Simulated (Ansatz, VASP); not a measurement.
# One calculation of Al, two programs

```
CELL_PARAMETERS angstrom
-1.56090 1.78735 1.61751
1.56090 -1.78735 1.61751
1.44767 1.67412 -1.61751
ATOMIC_POSITIONS crystal
Al 0.00000 0.00000 0.00000
```

Change from the starting cell: engineering shear strain xy -0.0700, strain +e along x and -e along y -0.0700.

Alike in both runs: task single point; functional PBE; k mesh 20 × 20 × 20; occupations gaussian, width 0.15 eV; no spin polarisation.

```csv
,VASP,Ansatz
version,VASP 6.6.1,Ansatz 0.2.0
potentials or method,"VASP PAW PBE potentials, release 64 (Al), cutoff 520 eV","scalar-relativistic, plane waves, PAW"
valence electrons in the cell,3,3
```

Ansatz gave:

```
gap on the k mesh at the Fermi level (eV)                     : none
pressure (GPa)                                                : 0.7
traceless stress, the component that is largest in VASP (GPa) : 2.81
```

Problem. Which values does VASP return?

Solution. gap on the k mesh at the Fermi level (eV): none; pressure (GPa): 0.7; traceless stress, the component that is largest in VASP (GPa): 2.80.

A gap of «none» marks a metal or a gap that the smearing closes.
